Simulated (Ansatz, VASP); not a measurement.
# One calculation of WC, two programs

Contents of INCAR:

```
SYSTEM = WC
PREC = Accurate ; ENCUT = 520
EDIFF = 1E-6 ; ISMEAR = 0
SIGMA = 0.15 ; LREAL = .False.
LASPH = .True. ; NELM = 60
ALGO = Normal ; ISIF = 2
LWAVE = .False. ; LCHARG = .False.
GGA = PS ; NBANDS = 16
```

Contents of KPOINTS:

```
regular mesh
0
Gamma
  24 24 22
  0 0 0
```

POSCAR

```
WC
1.0
    3.0143502137      0.0000000000      0.0000000000
   -1.5071751068      2.6105038610      0.0000000000
    0.0000000000      0.0000000000      3.0538208559
W C
1 1
Direct
    0.0000000000      0.0000000000      0.0000000000
    0.6666666667      0.3333333333      0.5000000000
```

Input for Ansatz:

```yaml
crystal:
  lattice:
    - [3.0143502137, 0.0, 0.0]
    - [-1.5071751068, 2.610503861, 0.0]
    - [0.0, 0.0, 3.0538208559]
  atoms:
    - { symbol: W, position: [0.0, 0.0, 0.0] }
    - { symbol: C, position: [0.6666666667, 0.3333333333, 0.5] }
basis:
  ecutwfc: 420
kpoints:
  mp_grid: { grid: [24, 24, 22] }
hamiltonian:
  xc: pbesol
scf:
  occupations: { method: gaussian, width: 0.15 }
output:
  forces: true
  stress: true
  eigenvalues: true
```

Change from the starting cell: strain +0.040 along x and y, +0.080 along z, atoms carried along.

Alike in both runs: task single point; functional PBEsol; k mesh 24 × 24 × 22; occupations gaussian, width 0.15 eV; no spin polarisation.

|  | VASP | Ansatz |
| --- | --- | --- |
| version | VASP 6.6.1 | Ansatz 0.2.0 |
| potentials or method | VASP PAW PBE potentials, release 64 (W_sv, C), cutoff 520 eV | scalar-relativistic, plane waves, PAW |
| valence electrons in the cell | 18 | 18 |

VASP gave:

```
gap on the k mesh at the Fermi level (eV)                     : none
pressure (GPa)                                                : -45.8
traceless stress, the component that is largest in VASP (GPa) : -17.84
```

Question: What did Ansatz give for the same quantities?

Answer: gap on the k mesh at the Fermi level (eV): none; pressure (GPa): -46.4; traceless stress, the component that is largest in VASP (GPa): -17.95.

VASP's potentials were made for PBE, not for PBEsol. A gap of «none» marks a metal or a gap that the smearing closes. Both programs put the cell under strong tension, so it lies far from rest at this level.

Spin-orbit coupling is off throughout. Noted on VASP's run: the cell as given lies far from equilibrium.
